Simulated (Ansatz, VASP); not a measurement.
**Nb in VASP and in Ansatz**

The input INCAR:

```
PREC = Accurate
ENCUT = 520
EDIFF = 1E-7
ISMEAR = 0
SIGMA = 0.1
LREAL = F
LASPH = T
NELM = 100
ALGO = Normal
ISIF = 2
LWAVE = F
LCHARG = F
GGA = PS
NBANDS = 26
```

KPOINTS

```
Automatic mesh
0
Gamma
  6 6 6
```

POSCAR

```
Nb
1.0
    1.5606794630      0.9010587081      7.5426659160
   -1.5606794630      0.9010587081      7.5426659160
    0.0000000000     -1.8021174162      7.5426659160
Nb
3
Direct
    0.0000000000      0.0000000000      0.0000000000
    0.2222200000      0.2222200000      0.2222200000
    0.7777800000      0.7777800000      0.7777800000
```

Input for Ansatz:

```yaml
crystal:
  lattice:
    - [1.560679463, 0.9010587081, 7.542665916]
    - [-1.560679463, 0.9010587081, 7.542665916]
    - [0.0, -1.8021174162, 7.542665916]
  atoms:
    - { symbol: Nb, position: [0.0, 0.0, 0.0] }
    - { symbol: Nb, position: [0.22222, 0.22222, 0.22222] }
    - { symbol: Nb, position: [0.77778, 0.77778, 0.77778] }
basis:
  ecutwfc: 420
kpoints:
  mp_grid: { grid: [6, 6, 6] }
hamiltonian:
  xc: pbesol
scf:
  occupations: { method: gaussian, width: 0.1 }
  lower_state_search: "off"
output:
  forces: true
  stress: true
  eigenvalues: true
```

Alike in both runs: task single point; functional PBEsol; k mesh 6 × 6 × 6; occupations gaussian, width 0.1 eV; no spin polarisation.

```csv
,VASP,Ansatz
version,VASP 6.6.1,Ansatz 0.2.0
potentials or method,"VASP PAW PBE potentials, release 64 (Nb_sv), cutoff 520 eV","scalar-relativistic, plane waves, PAW"
valence electrons in the cell,39,39
```

```tsv
	VASP	Ansatz	Ansatz less VASP
gap on the k mesh at the Fermi level (eV)	none	none	-
pressure (GPa)	-21.3	-21.1	+0.23
traceless stress, the component that is largest in VASP (GPa)	2.54	2.54	-0.003
rms of the force components (eV/Å)	0.029	0.030	+0.0006
```

VASP's potentials were made for PBE, not for PBEsol. Atom by atom the forces differ by 0.001 eV/Å (rms over components). A gap of «none» marks a metal or a gap that the smearing closes. The functional is the same, so the differences come from potentials, cutoffs and numerics.

The k mesh is coarse, so the values compare programs but aren't converged.
